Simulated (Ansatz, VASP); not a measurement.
One calculation of Na, two programs

```
Na
1.0
    -2.22337    2.22337    2.06456
     2.22337   -2.22337    2.06456
     2.22337    2.22337   -2.06456
Na
1
Direct
  0.00000 0.00000 0.00000
```

Change from the starting cell: strain +0.050 along x and y, -0.025 along z, atoms carried along.

Alike in both runs: task single point; functional PBE; k mesh 16 × 16 × 16; occupations gaussian, width 0.15 eV; no spin polarisation.

|  | VASP | Ansatz |
| --- | --- | --- |
| version | VASP 6.6.1 | Ansatz 0.2.0 |
| potentials or method | VASP PAW PBE potentials, release 64 (Na_pv), cutoff 520 eV | scalar-relativistic, plane waves, PAW |
| valence electrons in the cell | 7 | 9 |

VASP gave:

```
gap on the k mesh at the Fermi level (eV)                     : none
pressure (GPa)                                                : -0.7
traceless stress, the component that is largest in VASP (GPa) : 0.10
```

Question: Which values does Ansatz return?

Answer: gap on the k mesh at the Fermi level (eV): none; pressure (GPa): -0.6; traceless stress, the component that is largest in VASP (GPa): 0.10.

A gap of «none» marks a metal or a gap that the smearing closes. With one functional, cell and mesh, what is left measures potentials, basis and numerics. VASP's potentials hold 7 valence electrons a cell and Ansatz's 9, so a difference there can come from the potentials and not from the codes.
